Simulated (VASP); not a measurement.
Ga, 2 atoms in the cell. Symmetry: C2/c, No. 15, monoclinic system. The conventional cell has a = 2.768 Å, b = 8.005 Å, c = 3.340 Å, α = 90.00°, β = 94.09°, γ = 90.00°. Within 3.6 Å of Ga (site symmetry 2) lie 10 Ga at 2.72 to 3.34 Å. 

| Item | Value |
| --- | --- |
| Program | VASP 6.6.1 |
| Task | relaxation of shape and atoms at fixed volume |
| Functional | PBEsol |
| Potentials or basis | VASP PAW PBE potentials, release 64 (Ga_d) |
| Cutoff | 600 eV |
| k mesh | 16 × 16 × 12 |
| Occupations | gaussian, width 0.1 eV |
| Spin | no spin polarisation |
| Dipole correction | no |
| Further INCAR settings | ALGO = Fast; EDIFF = 1e-07; IBRION = 2; EDIFFG = -0.01; NSW = 50; ISIF = 4 |

Potentials or basis: VASP PAW PBE potentials, release 64 (Ga_d).

Command:

```sh
$ cat potpaw_PBE.64/Ga_d/POTCAR > POTCAR
$ mpirun -np 1 vasp_std > vasp.out
```

Hardware: 1 thread of Oxide Virtual Turin-like Processor, on a shared host.

**Question.** How long does it take, and how much memory?

**Answer.** It took 30 min on 1 thread of Oxide Virtual Turin-like Processor (shared host), peak memory 0.59 GiB. Counts: scf iterations 26, k points 826, ion steps 3.
